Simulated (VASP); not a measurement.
Write the native input for VASP 6.6.1 that does the following.

| Item | Value |
| --- | --- |
| Task | single point |
| Functional | PBEsol |
| Potentials or basis | VASP PAW PBE potentials, release 64 (Sn_d, O) |
| Cutoff | 520 eV |
| k mesh | 8 × 6 × 8 |
| Occupations | gaussian, width 0.05 eV |
| Spin | no spin polarisation |
| Dipole correction | no |
| Further INCAR settings | ALGO = Normal; EDIFF = 1e-06; NBANDS = 28 |

The structure of SnO lies in POSCAR:

```
SnO
1.0
    2.9426004861      0.0000000000      0.0000000000
    0.0000000000      5.0631743553      0.0000000000
    0.0000000000      0.0000000000      3.8941648049
Sn O
2 2
Direct
    0.0000000000      0.2337892808      0.5261742991
    0.5000000000      0.7662107192      0.0261742991
    0.0000000000      0.8853564082      0.7238267009
    0.5000000000      0.1146435918      0.2238267009
```

This cell differs from its parent crystal: strain -0.1125 x Voigt [1, 1, 0, 0, 0, 0].

One way to write it, as run:

INCAR

```
  PREC = Accurate
  ENCUT = 520
  EDIFF = 1E-6
  ISMEAR = 0
  SIGMA = 0.05
  LREAL = False
  LASPH = True
  NELM = 80
  ALGO = Normal
  ISIF = 2
  LWAVE = False
  LCHARG = False
  GGA = PS
  NBANDS = 28
```

KPOINTS

```
regular mesh
0
Gamma
  8 6 8
```

Potentials or basis: VASP PAW PBE potentials, release 64 (Sn_d, O).

Run with:

```sh
$ cat potpaw_PBE.64/Sn_d/POTCAR potpaw_PBE.64/O/POTCAR > POTCAR
$ mpirun -np 1 vasp_std > vasp.out
```

Results of the run:

* Pressure: 40.6 GPa
* Largest force: 5.559 eV/Å
* Band gap on the k mesh: 0.66 eV

Caveat: the cell differs from its parent crystal (strain -0.1125 x Voigt [1, 1, 0, 0, 0, 0]); the stress differs along the axes, from 33 to 45 GPa; semilocal functionals underestimate gaps, and a narrow one can read as zero; the PAW data sets were made with another functional, which shifts forces and pressure a little; spin-orbit coupling is left out, which moves the levels of the heavy elements.

It took 2.8 min on 1 thread of Intel(R) Xeon(R) Platinum 8259CL CPU @ 2.50GHz (Skylake/Cascade Lake), on a shared host, peak memory 0.26 GiB.
